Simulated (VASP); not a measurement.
# Al3Cu2 (P3m1) in VASP: single point with PBEsol

Aim: the single point of Al3Cu2 with PBEsol.

Program: VASP 6.6.1. These are calculated values, not measurements. Logs are shortened: lines on timing, memory, paths and dates and some standing lists are left out, and cuts for length are marked.

## 1. The cell of the first run

The structure is trigonal, space group P3m1 (No. 156). The conventional cell has a = 4.092 Å, b = 4.092 Å, c = 4.993 Å, α = 90.00°, β = 90.00°, γ = 120.00°. Al (site symmetry 3m) has 6 Cu at 2.49 to 2.94 Å and 6 Al at 2.49 to 2.94 Å within 3.3 Å. Al (site symmetry 3m) has 5 Al at 2.44 to 2.94 Å and 6 Cu at 2.54 to 2.80 Å within 3.2 Å. Al (site symmetry 3m) has 5 Al at 2.44 to 2.55 Å and 6 Cu at 2.54 to 2.85 Å within 3.2 Å. Cu (site symmetry 3m) has 2 Cu at 2.44 to 2.55 Å and 9 Al at 2.54 to 2.94 Å within 3.2 Å. Cu (site symmetry 3m) has 2 Cu at 2.44 to 2.55 Å and 9 Al at 2.49 to 2.85 Å within 3.2 Å.

## 2. Single point, PBEsol

INCAR

```
SYSTEM = Al3Cu2
PREC = Accurate
ENCUT = 520
EDIFF = 1E-6
ISMEAR = 0
SIGMA = 0.1
LREAL = .False.
LASPH = .True.
NELM = 60
ALGO = Fast
ISIF = 2
LWAVE = .False.
LCHARG = .False.
GGA = PS
NBANDS = 24
```

KPOINTS

```
Automatic mesh
0
Gamma
  12 12 8
  0 0 0
```

POSCAR

```
Al3Cu2
1.0
    4.0919516368      0.0000000000      0.0000000000
   -2.0459758184      3.5437340685      0.0000000000
    0.0000000000      0.0000000000      4.9927787000
Al Cu
3 2
Direct
    0.0000000000      0.0000000000      0.0000000000
    0.3333333333      0.6666666667      0.3499253500
    0.3333333333      0.6666666667      0.8395121300
    0.6666666667      0.3333333333      0.6500746500
    0.6666666667      0.3333333333      0.1604878700
```

Potentials or basis: VASP PAW PBE potentials, release 64 (Al, Cu).

Launch:

```console
cat potpaw_PBE.64/Al/POTCAR potpaw_PBE.64/Cu/POTCAR > POTCAR
mpirun -np 1 vasp_std > vasp.out
```

OUTCAR:

```text
SYSTEM = Al3Cu2
   PREC = Accurate
   ENCUT = 520
   EDIFF = 1E-6
   ISMEAR = 0
   LREAL = .False.
   LASPH = .True.
   NELM = 60
   ISIF = 2
   GGA = PS

 ion  position               nearest neighbor table
   1  0.000  0.000  0.000-   3 2.49   5 2.49   3 2.49   5 2.49   5 2.49   3 2.49   4 2.94   2 2.94
                             2 2.94   4 2.94   2 2.94   4 2.94
   2  0.333  0.667  0.350-   3 2.44   5 2.54   5 2.54   5 2.54   3 2.55   4 2.80   4 2.80   4 2.80
                             1 2.94   1 2.94   1 2.94
   3  0.333  0.667  0.840-   2 2.44   1 2.49   1 2.49   1 2.49   4 2.54   4 2.54   4 2.54   2 2.55
                             5 2.85   5 2.85   5 2.85
   4  0.667  0.333  0.650-   5 2.44   3 2.54   3 2.54   3 2.54   5 2.55   2 2.80   2 2.80   2 2.80
                             1 2.94   1 2.94   1 2.94
   5  0.667  0.333  0.160-   4 2.44   1 2.49   1 2.49   1 2.49   2 2.54   2 2.54   2 2.54   4 2.55
                             3 2.85   3 2.85   3 2.85

  LATTYP: Found a hexagonal cell.
 ALAT       =     4.0919516368
 C/A-ratio  =     1.2201460680

  Lattice vectors:

 A1 = (   4.0919516368,   0.0000000000,   0.0000000000)
 A2 = (  -2.0459758184,   3.5437340685,   0.0000000000)
 A3 = (   0.0000000000,   0.0000000000,   4.9927787000)

Analysis of symmetry for initial positions (statically):
=====================================================================
 Subroutine PRICEL returns:
 Original cell was already a primitive cell.

 Routine SETGRP: Setting up the symmetry group for a
 hexagonal supercell.

 Subroutine GETGRP returns: Found  6 space group operations
 (whereof  6 operations were pure point group operations)
 out of a pool of 24 trial point group operations.

The static configuration has the point symmetry C_3v.

Analysis of symmetry for dynamics (positions and initial velocities):
=====================================================================
 Subroutine PRICEL returns:
 Original cell was already a primitive cell.

 Routine SETGRP: Setting up the symmetry group for a
 hexagonal supercell.

 Subroutine GETGRP returns: Found  6 space group operations
 (whereof  6 operations were pure point group operations)
 out of a pool of 24 trial point group operations.

The dynamic configuration has the point symmetry C_3v.

 Subroutine INISYM returns: Found  6 space group operations
 (whereof  6 operations are pure point group operations),
 and found     1 'primitive' translations

----------------------------------------------------------------------------------------

                                     Primitive cell

  volume of cell :      72.3992

  direct lattice vectors                    reciprocal lattice vectors
     4.091951637  0.000000000  0.000000000     0.244382165  0.141094109  0.000000000
    -2.045975818  3.543734069  0.000000000     0.000000000  0.282188217  0.000000000
     0.000000000  0.000000000  4.992778700     0.000000000  0.000000000  0.200289270

  length of vectors
     4.091951637  4.091951637  4.992778700     0.282188217  0.282188217  0.200289270

  position of ions in fractional coordinates (direct lattice)
     0.000000000  0.000000000  0.000000000
     0.333333333  0.666666667  0.349925350
     0.333333333  0.666666667  0.839512130
     0.666666667  0.333333333  0.650074650
     0.666666667  0.333333333  0.160487870

  ion indices of the primitive-cell ions
   primitive index   ion index
                 1           1
                 2           2
                 3           3
                 4           4
                 5           5

----------------------------------------------------------------------------------------

 KPOINTS: Automatic mesh

Automatic generation of k-mesh.
 Grid dimensions read from file:
 generate k-points for:   12   12    8

 Generating k-lattice:

  Cartesian coordinates                     Fractional coordinates (reciprocal lattice)
     0.020365180  0.011757842  0.000000000     0.083333333  0.000000000  0.000000000
     0.000000000  0.023515685  0.000000000     0.000000000  0.083333333  0.000000000
     0.000000000  0.000000000  0.025036159     0.000000000  0.000000000  0.125000000

  Length of vectors
     0.023515685  0.023515685  0.025036159

  Shift w.r.t. Gamma in fractional coordinates (k-lattice)
     0.000000000  0.000000000  0.000000000

 Subroutine IBZKPT returns following result:
 ===========================================

 Found    131 irreducible k-points:

 Following reciprocal coordinates:
            Coordinates               Weight
  0.000000  0.000000  0.000000      1.000000
  0.083333  0.000000  0.000000      6.000000
  0.166667  0.000000  0.000000      6.000000
  0.250000  0.000000  0.000000      6.000000
  0.333333  0.000000  0.000000      6.000000
  0.416667  0.000000  0.000000      6.000000
[... 16 lines left out ...]
  0.166667  0.000000  0.125000      6.000000
  0.000000  0.166667  0.125000      6.000000
 [... further k-points ...]
   k-points           NKPTS =    131   k-points in BZ     NKDIM =    131   number of bands    NBANDS=     24
   number of dos      NEDOS =    301   number of ions     NIONS =      5
   total plane-waves  NPLWV =  36000
   dimension x,y,z NGX =    30 NGY =   30 NGZ =   40
   dimension x,y,z NGXF=    60 NGYF=   60 NGZF=   80
   ions per type =               3   2
   NGX,Y,Z   is equivalent  to a cutoff of  12.19, 12.19, 13.32 a.u.
   NGXF,Y,Z  is equivalent  to a cutoff of  24.38, 24.38, 26.64 a.u.
 SYSTEM =  Al3Cu2
   PREC   = accura    normal or accurate (medium, high low for compatibility)
   ISTART =      0    job   : 0-new  1-cont  2-samecut
   ICHARG =      2    charge: 1-file 2-atom 10-const
   ISPIN  =      1    spin polarized calculation?
   LNONCOLLINEAR =      F non collinear calculations
   LSORBIT =      F    spin-orbit coupling
   LASPH  =      T    aspherical Exc in radial PAW
   ENCUT  =  520.0 eV  38.22 Ry    6.18 a.u.   7.61  7.61  9.28*2*pi/ulx,y,z
   NELM   =     60;   NELMIN=  2; NELMDL= -5     # of ELM steps
   EDIFF  = 0.1E-05   stopping-criterion for ELM
   LREAL  =      F    real-space projection
[... 7 lines left out ...]
   TEBEG  =    0.0;   TEEND  =   0.0 temperature during run
   PSTRESS=    0.0 pullay stress
   NELECT =      31.0000    total number of electrons
   NUPDOWN=      -1.0000    fix difference up-down
   EMIN   =  10.00;   EMAX   =-10.00  energy-range for DOS
   EFERMI =   0.00;   METHOD = LEGACY
   ISMEAR =     0;   SIGMA  =   0.10  broadening in eV -4-tet -1-fermi 0-gaus
   EFERMI_NEDOS =   21; number of points for ismear=-14 and -15
   IALGO  =     68    algorithm
   IMIX   =      4    mixing-type and parameters
     AMIX     =   0.40;   BMIX     =  1.00
     AMIX_MAG =   1.60;   BMIX_MAG =  1.00
  volume/ion in A,a.u.               =      14.48        97.71
  Fermi-wavevector in a.u.,A,eV,Ry     =   1.233912  2.331755 20.715388  1.522538
  Thomas-Fermi vector in A             =   2.368623
   LORBIT       =      0    0 simple, 1 ext, 2 COOP (PROOUT), +10 PAW based schemes
   GGA     = PS    functional components
   LHFCALC =     F    Hartree Fock is set to
   AEXX    =    0.0000 exact exchange contribution
   IVDW    =     0    specifies the selected vdW correction
   LEPSILON=     F    determine dielectric tensor
   LRPA    =     F    only Hartree local field effects (RPA)
 non-spin polarized calculation
 RMM-DIIS sequential band-by-band and
 Gauss-broadening in eV      SIGMA  =   0.10
  energy-cutoff  :      520.00
  volume of cell :       72.40
 maximum number of plane-waves:      2010
   NGX = 15   NGY = 15   NGZ = 19

 number of electron      30.9999999 magnetization

 Free energy of the ion-electron system (eV)
  ---------------------------------------------------
  ext. energy  EPLUGINS =         0.00000000
  ---------------------------------------------------
  free energy    TOTEN  =       -20.35765155 eV

  energy without entropy =      -20.34894067  energy(sigma->0) =      -20.35329611

 E-fermi :   8.1348     XC(G=0): -11.0605

 val. band max:        8.1330409958   @ k =   0.5000   0.0000   0.5000
 cond. band min:       8.1389957284   @ k =  -0.0833   0.4167   0.2500
 fundamental gap:      0.0059547326
 Fermi energy:         8.1348235232

 k-point     1 :       0.0000    0.0000    0.0000
  band No.  band energies     occupation
      1      -3.2280      2.00000
      2       2.1220      2.00000
      3       3.1106      2.00000
      4       3.1106      2.00000
      5       3.1271      2.00000
      6       3.2970      2.00000
[... 16 lines left out ...]
     23      13.7586      0.00000
     24      13.7586      0.00000

 k-point     2 :       0.0833    0.0000    0.0000
  band No.  band energies     occupation
      1      -3.1467      2.00000
      2       2.1880      2.00000
      3       2.9349      2.00000
      4       3.1289      2.00000
      5       3.1630      2.00000
      6       3.2596      2.00000
[... 16 lines left out ...]
     23      13.5541      0.00000
     24      13.9049      0.00000

 k-point     3 :       0.1667    0.0000    0.0000
  band No.  band energies     occupation
      1      -2.9039      2.00000
      2       2.3770      2.00000
      3       2.6838      2.00000
      4       3.0312      2.00000
      5       3.1763      2.00000
      6       3.2651      2.00000
[... 16 lines left out ...]
     23      13.6028      0.00000
     24      14.1871      0.00000
[... 514 lines left out ...]
 k-point    23 :       0.1667    0.0000    0.1250
  band No.  band energies     occupation
      1      -2.8282      2.00000
      2       1.6934      2.00000
      3       2.8202      2.00000
      4       3.1268      2.00000
      5       3.1943      2.00000
      6       3.4256      2.00000
[... 16 lines left out ...]
     23      13.9358      0.00000
     24      14.3459      0.00000

 k-point    24 :       0.0000    0.1667    0.1250
  band No.  band energies     occupation
      1      -2.8282      2.00000
      2       1.6928      2.00000
      3       2.8048      2.00000
      4       3.1909      2.00000
      5       3.1919      2.00000
      6       3.3590      2.00000
[... 16 lines left out ...]
     23      14.1169      0.00000
     24      14.3764      0.00000

 [... further k-points ...]

------------------------ aborting loop because EDIFF is reached ----------------------------------------

  FORCE on cell =-STRESS in cart. coord.  units (eV):
  Direction    XX          YY          ZZ          XY          YZ          ZX
  --------------------------------------------------------------------------------------
  -------------------------------------------------------------------------------------
  Total        1.8141036      1.8141036      3.9069913      0.0000000     -0.0000000      0.0000000
  in kB       40.1456731     40.1456731     86.4607691      0.0000000     -0.0000000      0.0000000
  external PRESSURE =      55.5840384 kB  Pullay stress =       0.0000000 kB

 VOLUME and BASIS-vectors are now :
 -----------------------------------------------------------------------------
  energy-cutoff  :      520.00
  volume of cell :       72.40
      direct lattice vectors                 reciprocal lattice vectors
     4.091951637  0.000000000  0.000000000     0.244382165  0.141094109  0.000000000
    -2.045975818  3.543734069  0.000000000     0.000000000  0.282188217  0.000000000
     0.000000000  0.000000000  4.992778700     0.000000000  0.000000000  0.200289270

 POSITION                                       TOTAL-FORCE (eV/Angst)
 -----------------------------------------------------------------------------------
      0.00000      0.00000      0.00000         0.000000      0.000000      0.611066
     -0.00000      2.36249      1.74710         0.000000     -0.000000      0.291126
     -0.00000      2.36249      4.19150        -0.000000      0.000000     -0.447778
      2.04598      1.18124      3.24568         0.000000      0.000000     -0.074625
      2.04598      1.18124      0.80128         0.000000      0.000000     -0.379789
 -----------------------------------------------------------------------------------
    total drift:                                0.000001     -0.000001      0.001453

  FREE ENERGIE OF THE ION-ELECTRON SYSTEM (eV)
  ---------------------------------------------------
  free  energy   TOTEN  =       -20.3576515514 eV

  energy  without entropy=      -20.3489406666  energy(sigma->0) =      -20.35329611
```

Wall time 2.8 min (1 thread of AMD EPYC 9R45 (Zen 5), shared host); peak memory 0.3 GiB.

Results:

```yaml
Free_energy: -20.3577 eV
Pressure: 5.6 GPa
Largest_force: 0.611 eV/Å
Band_gap_on_the_k_mesh: zero (an odd number of electrons rules out a gap without spin polarisation)
```

Forces in eV/Å, atoms in the order of the input:
```
Al   0.000  0.000  0.611
Al   0.000  0.000  0.291
Al   0.000  0.000 -0.448
Cu   0.000  0.000 -0.075
Cu   0.000  0.000 -0.380
```

Stress tensor (GPa, compression positive):
```
4.01 0.00 0.00
0.00 4.01 0.00
0.00 0.00 8.65
```

Levels at points of the mesh, in eV from the Fermi level:
```
           k point  band 11  band 12  band 13  band 14  band 15  band 16  band 17  band 18  band 19  band 20
(0.00, 0.00, 0.00)    -3.26    -3.26    -1.95    -0.11    -0.11     0.68     0.68     1.28     4.06     5.23
(0.50, 0.00, 0.00)    -3.36    -3.29    -2.99    -2.82    -2.05    -0.52    -0.43     0.54     2.83     4.11
(0.00, 0.00, 0.50)    -3.83    -3.83     0.73     0.73     1.13     1.39     1.39     1.80     2.38     2.38
(0.50, 0.00, 0.50)    -3.67    -3.60    -3.47    -3.35    -1.68     0.00     0.05     1.53     4.44     5.22
```

Caveat: the cell stands under pressure; the PAW data sets were made with another functional, which shifts forces and pressure a little.
